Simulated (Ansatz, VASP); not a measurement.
Two plane-wave programs on ZnS

INCAR

```
  PREC = Accurate
  ENCUT = 520
  EDIFF = 1E-6
  ISMEAR = 0
  SIGMA = 0.01
  LREAL = False
  LASPH = True
  NELM = 80
  ALGO = Normal
  ISIF = 2
  LWAVE = False
  LCHARG = False
  GGA = RP
  NBANDS = 26
```

File KPOINTS:

```
Automatic mesh
0
Gamma
  6 6 3
```

POSCAR

```
ZnS
1.0
    3.7854220481      0.0000000000      0.0000000000
   -1.8927110241      3.2782718426      0.0000000000
    0.0000000000      0.0000000000      6.1921598132
Zn S
2 2
Direct
    0.3333333333      0.6666666667      0.0000000000
    0.6666666667      0.3333333333      0.5000000000
    0.3333333333      0.6666666667      0.3850000000
    0.6666666667      0.3333333333      0.8850000000
```

Input for Ansatz:

```yaml
crystal:
  lattice:
    - [3.785422048113393, 0.0, 0.0]
    - [-1.8927110240566964, 3.278271842639871, 0.0]
    - [0.0, 0.0, 6.192159813156361]
  atoms:
    - { symbol: Zn, position: [0.3333333333333333, 0.6666666666666666, 0.0] }
    - { symbol: Zn, position: [0.6666666666666666, 0.3333333333333333, 0.5] }
    - { symbol: S, position: [0.3333333333333333, 0.6666666666666666, 0.385] }
    - { symbol: S, position: [0.6666666666666666, 0.3333333333333333, 0.885] }
kpoints:
  mp_grid:
    grid: [6, 6, 3]
hamiltonian:
  xc: rpbe
  pseudopotentials:
    kind: nc
scf:
  n_extra_bands: 8
  occupations:
    method: fixed
output:
  stress: true
```

Alike in both runs: task single point; functional RPBE; k mesh 6 × 6 × 3; no spin polarisation.

|  | VASP | Ansatz |
| --- | --- | --- |
| version | VASP 6.6.1 | Ansatz 0.2.0 |
| potentials or method | VASP PAW PBE potentials, release 64 (Zn, S) | plane waves, norm-conserving potentials |
| plane-wave cutoff (eV) | 520 | 1143 |
| occupations | gaussian, width 0.01 eV | fixed |
| valence electrons in the cell | 36 | 52 |

```tsv
	VASP	Ansatz	Ansatz less VASP
pressure (GPa)	6.9	7.0	+0.11
traceless stress, the component that is largest in VASP (GPa)	-1.72	-1.77	-0.055
```

VASP's potentials were made for PBE, not for RPBE. VASP's potentials hold 36 valence electrons a cell and Ansatz's 52, so a difference there can come from the potentials and not from the codes.
